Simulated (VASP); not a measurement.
# RhCl4 (I4/mmm) in VASP: relaxation of cell and atoms with PBE

Aim: the relaxation of cell and atoms of RhCl4 with PBE.

All numbers are computed with VASP 6.6.1; they aren't measurements. Logs are shortened: lines on timing, memory, paths and dates and some standing lists are left out, and cuts for length are marked.

## 1. The cell of the first run

Symmetry: I4/mmm, No. 139, tetragonal system. The conventional cell has a = 5.030 Å, b = 5.030 Å, c = 9.511 Å, α = 90.00°, β = 90.00°, γ = 90.00°. Rh (site symmetry 4/mmm) has 6 Cl at 2.33 to 2.52 Å within 3.1 Å. Within 3.1 Å of Cl (site symmetry 4mm) lie 1 Rh at 2.33 Å. Cl (site symmetry mmm) has 2 Rh at 2.52 Å and 12 Cl at 3.43 to 3.56 Å within 3.6 Å.

The cell was generated, and may not be a known phase.

## 2. Relaxation of cell and atoms, PBE, collinear spin, ferromagnetic start

Input file INCAR:

```
ALGO = Normal
EDIFF = 1E-7
EDIFFG = -0.08
ENCUT = 620
GGA = PE
GGA_COMPAT = F
IBRION = 2
ISIF = 3
ISMEAR = 0
ISPIN = 2
LASPH = T
LCHARG = F
LMAXMIX = 4
LORBIT = 11
LREAL = F
LWAVE = F
MAGMOM = 1 0 0 0 0
NELM = 200
NELMIN = 4
NSW = 36
PREC = Accurate
SIGMA = 0.15
```

Input file KPOINTS:

```
k-points
0
Gamma
  3 3 3
```

Input file POSCAR:

```
RhCl4
1.0
   -2.5151484700      2.5151484700      4.7555075400
    2.5151484700     -2.5151484700      4.7555075400
    2.5151484700      2.5151484700     -4.7555075400
Rh Cl
1 4
Direct
    0.0000000000      0.0000000000      0.0000000000
    0.2450000000      0.2450000000      0.0000000000
    0.7550000000      0.7550000000      0.0000000000
    0.5000000000      0.0000000000      0.5000000000
    0.0000000000      0.5000000000      0.5000000000
```

Potentials or basis: VASP PAW PBE potentials, release 64 (Rh_sv_GW, Cl).

Run with:

```console
cat potpaw_PBE.64/Rh_sv_GW/POTCAR potpaw_PBE.64/Cl/POTCAR > POTCAR
mpirun -np 1 vasp_std > vasp.out
```

OUTCAR:

```text
EDIFF = 1E-7
   EDIFFG = -0.08
   ENCUT = 620
   GGA = PE
   IBRION = 2
   ISIF = 3
   ISMEAR = 0
   ISPIN = 2
   LASPH = T
   LORBIT = 11
   LREAL = F
   NELM = 200
   NELMIN = 4
   NSW = 36
   PREC = Accurate

 ion  position               nearest neighbor table
   1  0.000  0.000  0.000-   2 2.33   3 2.33   4 2.52   5 2.52   5 2.52   4 2.52
   2  0.245  0.245  0.000-   1 2.33
   3  0.755  0.755  0.000-   1 2.33
   4  0.500  0.000  0.500-   1 2.52   1 2.52
   5  0.000  0.500  0.500-   1 2.52   1 2.52

  LATTYP: Found a body centered tetragonal cell.
 ALAT       =     5.0302969400
 C/A-ratio  =     1.8907462509

  Lattice vectors:

 A1 = (  -2.5151484700,   2.5151484700,   4.7555075400)
 A2 = (   2.5151484700,  -2.5151484700,   4.7555075400)
 A3 = (   2.5151484700,   2.5151484700,  -4.7555075400)

Analysis of symmetry for initial positions (statically):
=====================================================================
 Subroutine PRICEL returns:
 Original cell was already a primitive cell.

 Routine SETGRP: Setting up the symmetry group for a
 body centered tetragonal supercell.

 Subroutine GETGRP returns: Found 16 space group operations
 (whereof 16 operations were pure point group operations)
 out of a pool of 16 trial point group operations.

The static configuration has the point symmetry D_4h.

Analysis of symmetry for dynamics (positions and initial velocities):
=====================================================================
 Subroutine PRICEL returns:
 Original cell was already a primitive cell.

 Routine SETGRP: Setting up the symmetry group for a
 body centered tetragonal supercell.

 Subroutine GETGRP returns: Found 16 space group operations
 (whereof 16 operations were pure point group operations)
 out of a pool of 16 trial point group operations.

The dynamic configuration has the point symmetry D_4h.

Analysis of structural, dynamic, and magnetic symmetry:
=====================================================================
 Subroutine PRICEL returns:
 Original cell was already a primitive cell.

 Routine SETGRP: Setting up the symmetry group for a
 body centered tetragonal supercell.

 Subroutine GETGRP returns: Found 16 space group operations
 (whereof 16 operations were pure point group operations)
 out of a pool of 16 trial point group operations.

The overall configuration has the point symmetry D_4h.

 Subroutine INISYM returns: Found 16 space group operations
 (whereof 16 operations are pure point group operations),
 and found     1 'primitive' translations

----------------------------------------------------------------------------------------

                                     Primitive cell

  volume of cell :     120.3328

  direct lattice vectors                    reciprocal lattice vectors
    -2.515148470  2.515148470  4.755507540     0.000000000  0.198795421  0.105141248
     2.515148470 -2.515148470  4.755507540     0.198795421  0.000000000  0.105141248
     2.515148470  2.515148470 -4.755507540     0.198795421  0.198795421  0.000000000

  length of vectors
     5.938585321  5.938585321  5.938585321     0.224887309  0.224887309  0.281139181

  position of ions in fractional coordinates (direct lattice)
     0.000000000  0.000000000  0.000000000
     0.245000000  0.245000000  0.000000000
     0.755000000  0.755000000  0.000000000
     0.500000000  0.000000000  0.500000000
     0.000000000  0.500000000  0.500000000

  ion indices of the primitive-cell ions
   primitive index   ion index
                 1           1
                 2           2
                 3           3
                 4           4
                 5           5

----------------------------------------------------------------------------------------

 KPOINTS: k-points

Automatic generation of k-mesh.
 Grid dimensions read from file:
 generate k-points for:    3    3    3

 Generating k-lattice:

  Cartesian coordinates                     Fractional coordinates (reciprocal lattice)
     0.000000000  0.066265140  0.035047083     0.333333333  0.000000000  0.000000000
     0.066265140  0.000000000  0.035047083     0.000000000  0.333333333  0.000000000
     0.066265140  0.066265140  0.000000000     0.000000000  0.000000000  0.333333333

  Length of vectors
     0.074962436  0.074962436  0.093713060

  Shift w.r.t. Gamma in fractional coordinates (k-lattice)
     0.000000000  0.000000000  0.000000000

 Subroutine IBZKPT returns following result:
 ===========================================

 Found      6 irreducible k-points:

 Following reciprocal coordinates:
            Coordinates               Weight
  0.000000  0.000000  0.000000      1.000000
  0.333333 -0.000000  0.000000      8.000000
  0.333333  0.333333  0.000000      8.000000
 -0.333333  0.333333  0.000000      4.000000
 -0.333333  0.333333  0.333333      4.000000
 -0.333333 -0.333333  0.333333      2.000000
   k-points           NKPTS =      6   k-points in BZ     NKDIM =      6   number of bands    NBANDS=     28
   number of dos      NEDOS =    301   number of ions     NIONS =      5
   total plane-waves  NPLWV = 110592
   dimension x,y,z NGX =    48 NGY =   48 NGZ =   48
   dimension x,y,z NGXF=    96 NGYF=   96 NGZF=   96
   ions per type =               1   4
   NGX,Y,Z   is equivalent  to a cutoff of  13.44, 13.44, 13.44 a.u.
   NGXF,Y,Z  is equivalent  to a cutoff of  26.87, 26.87, 26.87 a.u.
 SYSTEM =  unknown system
   PREC   = accura    normal or accurate (medium, high low for compatibility)
   ISTART =      0    job   : 0-new  1-cont  2-samecut
   ICHARG =      2    charge: 1-file 2-atom 10-const
   ISPIN  =      2    spin polarized calculation?
   LNONCOLLINEAR =      F non collinear calculations
   LSORBIT =      F    spin-orbit coupling
   LASPH  =      T    aspherical Exc in radial PAW
   ENCUT  =  620.0 eV  45.57 Ry    6.75 a.u.  12.06 12.06 12.06*2*pi/ulx,y,z
   NELM   =    200;   NELMIN=  4; NELMDL= -5     # of ELM steps
   EDIFF  = 0.1E-06   stopping-criterion for ELM
   LREAL  =      F    real-space projection
   EDIFFG = -.8E-01   stopping-criterion for IOM
   NSW    =     36    number of steps for IOM
   IBRION =      2    ionic relax: 0-MD 1-quasi-New 2-CG
   NFREE  =      1    steps in history (QN), initial steepest desc. (CG)
   ISIF   =      3    stress and relaxation
   ISYM   =      2    0-nonsym 1-usesym 2-fastsym
   POTIM  = 0.5000    time-step for ionic-motion
   TEBEG  =    0.0;   TEEND  =   0.0 temperature during run
   PSTRESS=    0.0 pullay stress
   NELECT =      45.0000    total number of electrons
   NUPDOWN=      -1.0000    fix difference up-down
   EMIN   =  10.00;   EMAX   =-10.00  energy-range for DOS
   EFERMI =   0.00;   METHOD = LEGACY
   ISMEAR =     0;   SIGMA  =   0.15  broadening in eV -4-tet -1-fermi 0-gaus
   EFERMI_NEDOS =   21; number of points for ismear=-14 and -15
   IALGO  =     38    algorithm
   IMIX   =      4    mixing-type and parameters
     AMIX     =   0.40;   BMIX     =  1.00
     AMIX_MAG =   1.60;   BMIX_MAG =  1.00
  volume/ion in A,a.u.               =      24.07       162.41
  Fermi-wavevector in a.u.,A,eV,Ry     =   1.179463  2.228862 18.927511  1.391133
  Thomas-Fermi vector in A             =   2.315773
   LORBIT       =     11    0 simple, 1 ext, 2 COOP (PROOUT), +10 PAW based schemes
   GGA     = PE    functional components
   LHFCALC =     F    Hartree Fock is set to
   AEXX    =    0.0000 exact exchange contribution
   IVDW    =     0    specifies the selected vdW correction
   LEPSILON=     F    determine dielectric tensor
   LRPA    =     F    only Hartree local field effects (RPA)
 conjugate gradient relaxation of ions
 spin polarized calculation
 Gauss-broadening in eV      SIGMA  =   0.15
  energy-cutoff  :      620.00
  volume of cell :      120.33
 maximum number of plane-waves:      4227
   NGX = 25   NGY = 25   NGZ = 25

--------------------------------------- Ionic step        1  -------------------------------------------

 number of electron      44.9999996 magnetization       1.7753028

 Free energy of the ion-electron system (eV)
  ---------------------------------------------------
  ext. energy  EPLUGINS =         0.00000000
  ---------------------------------------------------
  free energy    TOTEN  =       -14.62345163 eV

  energy without entropy =      -14.55815066  energy(sigma->0) =      -14.59080114

------------------------ aborting loop because EDIFF is reached ----------------------------------------

  FORCE on cell =-STRESS in cart. coord.  units (eV):
  Direction    XX          YY          ZZ          XY          YZ          ZX
  --------------------------------------------------------------------------------------
  -------------------------------------------------------------------------------------
  Total       -2.4468417     -2.4468417     -4.1511246      0.0000000      0.0000000     -0.0000000
  in kB      -32.5785945    -32.5785945    -55.2703518      0.0000000      0.0000000     -0.0000000
  external PRESSURE =     -40.1425136 kB  Pullay stress =       0.0000000 kB
[... 98 lines left out ...]
  FREE ENERGIE OF THE ION-ELECTRON SYSTEM (eV)
  ---------------------------------------------------
  free  energy   TOTEN  =       -14.7657116759 eV

  energy  without entropy=      -14.6974967128  energy(sigma->0) =      -14.73160419

[... ionic steps 4 to 14 ...]

--------------------------------------- Ionic step       15  -------------------------------------------

 number of electron      44.9999995 magnetization       2.0943785

------------------------ aborting loop because EDIFF is reached ----------------------------------------

  FORCE on cell =-STRESS in cart. coord.  units (eV):
  Direction    XX          YY          ZZ          XY          YZ          ZX
  --------------------------------------------------------------------------------------
  -------------------------------------------------------------------------------------
  Total       -0.6218284     -0.6218284     -0.1285760      0.0000000     -0.0000000      0.0000000
  in kB       -7.8193268     -7.8193268     -1.6168093      0.0000000     -0.0000000      0.0000000
  external PRESSURE =      -5.7518209 kB  Pullay stress =       0.0000000 kB
[... 63 lines left out ...]
  energy  without entropy=      -14.7940915156  energy(sigma->0) =      -14.82227848

--------------------------------------- Ionic step       17  -------------------------------------------

 number of electron      44.9999995 magnetization       2.0833826

 Free energy of the ion-electron system (eV)
  ---------------------------------------------------
  ext. energy  EPLUGINS =         0.00000000
  ---------------------------------------------------
  free energy    TOTEN  =       -14.85298587 eV

  energy without entropy =      -14.79594959  energy(sigma->0) =      -14.82446773

 E-fermi :   0.7502     XC(G=0):  -8.6478

 val. band max:        0.7331844252   @ k =  -0.3333   0.3333   0.3333
 cond. band min:       0.7684871339   @ k =   0.3333   0.3333   0.0000
 fundamental gap:      0.0353027086
 Fermi energy:         0.7501508322

 spin component 1

 k-point     1 :       0.0000    0.0000    0.0000
  band No.  band energies     occupation
      1     -78.5034      1.00000
      2     -46.6834      1.00000
      3     -46.2051      1.00000
      4     -46.2051      1.00000
      5     -14.0907      1.00000
      6     -13.2146      1.00000
[... 175 lines left out ...]
     27       8.6929      0.00000
     28       9.3366      0.00000
 Fermi energy:         0.7501508322

 spin component 2

 k-point     1 :       0.0000    0.0000    0.0000
  band No.  band energies     occupation
      1     -77.7032      1.00000
      2     -45.7967      1.00000
      3     -45.4058      1.00000
      4     -45.4058      1.00000
      5     -13.8494      1.00000
      6     -12.9873      1.00000
[... 207 lines left out ...]
  FREE ENERGIE OF THE ION-ELECTRON SYSTEM (eV)
  ---------------------------------------------------
  free  energy   TOTEN  =       -14.8529858732 eV

  energy  without entropy=      -14.7959495942  energy(sigma->0) =      -14.82446773

 reached required accuracy - stopping structural energy minimisation

 total charge

# of ion       s       p       d       f       tot
--------------------------------------------------
    1        2.158   6.207   6.362   0.036  14.763
    2        1.617   3.412   0.000   0.000   5.029
    3        1.617   3.412   0.000   0.000   5.029
    4        1.610   3.446   0.000   0.000   5.056
    5        1.610   3.446   0.000   0.000   5.056
--------------------------------------------------
tot          8.613  19.923   6.362   0.036  34.934

 magnetization (x)

# of ion       s       p       d       f       tot
--------------------------------------------------
    1        0.003   0.001   1.003   0.000   1.007
    2        0.007   0.291   0.000   0.000   0.298
    3        0.007   0.291   0.000   0.000   0.298
    4        0.002   0.088   0.000   0.000   0.090
    5        0.002   0.088   0.000   0.000   0.090
--------------------------------------------------
tot          0.021   0.759   1.003   0.000   1.783
```

Wall time 26 min (1 thread of Intel Xeon Platinum 8559C (Emerald Rapids), shared host); peak memory 0.44 GiB.

What came out:

```
Free energy                                           : -14.8530 eV
Relaxed volume                                        : 25.10 Å³/atom
Relaxed cell                                          : a = 6.264 Å, b = 6.264 Å, c = 6.264 Å, α = 133.90°, β = 133.90°, γ = 67.24°
Space group after relaxing (to 0.1 Å)                 : I4/mmm (No. 139)
Energy gained by relaxing                             : 45.9 meV/atom
Ionic steps                                           : 17
Pressure after relaxing                               : 0.0 GPa
Largest force after relaxing                          : 0.037 eV/Å
Net moment                                            : 2.08 μB per cell
Site moments                                          : Rh +1.01; Cl +0.30, +0.09 (each value once) μB
Valence electrons inside the program's atomic spheres : Rh 14.76; Cl 5.03, 5.06 (each value once)
```

Forces on the atoms (eV/Å):
```
Rh   0.000  0.000  0.000
Cl   0.000  0.000  0.037
Cl   0.000  0.000 -0.037
Cl   0.000  0.000  0.000
Cl   0.000  0.000  0.000
```

Stress tensor (GPa, compression positive):
```
-0.15  0.00  0.00
 0.00 -0.15  0.00
 0.00  0.00  0.31
```

The path:
```
step  energy change (eV)  largest force (eV/Å)  pressure (GPa)  volume (Å³)
   1              0.0000                1.1257           -4.01       120.33
   2             -0.0983                0.6843            2.40       110.12
   3             -0.1423                0.0882           -0.21       113.51
   4             -0.1422                0.0617           -0.12       113.38
   5             -0.1578                0.1105            0.05       112.53
   6             -0.1663                0.1825            0.46       111.42
   7             -0.1733                0.2113            0.20       112.40
   8             -0.1872                0.3011           -0.45       115.37
   9             -0.1960                0.4935           -1.37       121.39
  10             -0.1975                0.4833           -1.35       121.56
  11             -0.2018                0.4524           -1.29       122.07
  12             -0.2094                0.3862           -1.18       123.08
  13             -0.2204                0.2383           -0.93       125.13
  14             -0.2227                0.1287           -0.31       129.24
  15             -0.2254                0.0344           -0.58       127.41
  16             -0.2270                0.0168           -0.44       126.93
  17             -0.2295                0.0369            0.00       125.49
```

Final structure:
```xyz
5
Lattice="-2.4524 2.4524 5.2162 2.4524 -2.4524 5.2162 2.4524 2.4524 -5.2162" Properties=species:S:1:pos:R:3 pbc="T T T"
Rh    0.0000    0.0000    0.0000
Cl    0.0000    0.0000    2.2354
Cl    0.0000    0.0000    8.1969
Cl    0.0000    2.4524    0.0000
Cl    2.4524    0.0000    0.0000
```

Levels at points of the mesh, in eV from the Fermi level:
Spin up:
| k point | band 21 | band 22 | band 23 | band 24 | band 25 | band 26 | band 27 | band 28 |
| --- | --- | --- | --- | --- | --- | --- | --- | --- |
| (0.00, 0.00, 0.00) | -0.93 | -0.81 | -0.81 | -0.73 | 0.35 | 6.38 | 7.85 | 9.20 |
Spin down:
```tsv
k point	band 20	band 21	band 22	band 23	band 24	band 25
(0.00, 0.00, 0.00)	-0.62	-0.43	-0.43	-0.15	-0.15	0.69
```

Caveat: the k points lie up to 0.47 Å⁻¹ apart in the final cell; the relaxation stopped at a loose force limit of 0.08 eV/Å, so its end isn't a converged minimum.
